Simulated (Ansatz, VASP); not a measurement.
# Two plane-wave programs on TaBiTe4

```
Ta Bi Te
1.0
     5.02509   -5.02509    0.00000
     5.02509    5.02509    0.00000
     0.00000    0.00000    4.61926
Ta Bi Te
1 1 4
Direct
  0.50000 0.50000 0.50000
  0.00000 0.00000 0.00000
  0.69500 0.30500 0.00000
  0.30500 0.69500 0.00000
  0.80500 0.80500 0.50000
  0.19500 0.19500 0.50000
```

Alike in both runs: task single point; functional PBE; k mesh 4 × 4 × 4; occupations gaussian, width 0.1 eV; no spin polarisation.

```csv
,VASP,Ansatz
version,VASP 6.6.1,Ansatz 0.2.0
potentials or method,"VASP PAW PBE potentials, release 64 (Ta_pv, Bi_d, Te), cutoff 520 eV","scalar-relativistic, plane waves, PAW"
valence electrons in the cell,50,92
```

```tsv
	VASP	Ansatz	Ansatz less VASP
gap on the k mesh at the Fermi level (eV)	none	none	-
pressure (GPa)	-4.0	-4.0	+0.02
traceless stress, the component that is largest in VASP (GPa)	1.63	1.64	+0.009
rms of the force components (eV/Å)	0.900	0.901	+0.0009
```

Atom by atom the forces differ by 0.001 eV/Å (rms over components). A gap of «none» marks a metal or a gap that the smearing closes. The functional is the same, so the differences come from potentials, cutoffs and numerics. VASP's potentials hold 50 valence electrons a cell and Ansatz's 92, so a difference there can come from the potentials and not from the codes.

Spin-orbit coupling is off throughout.
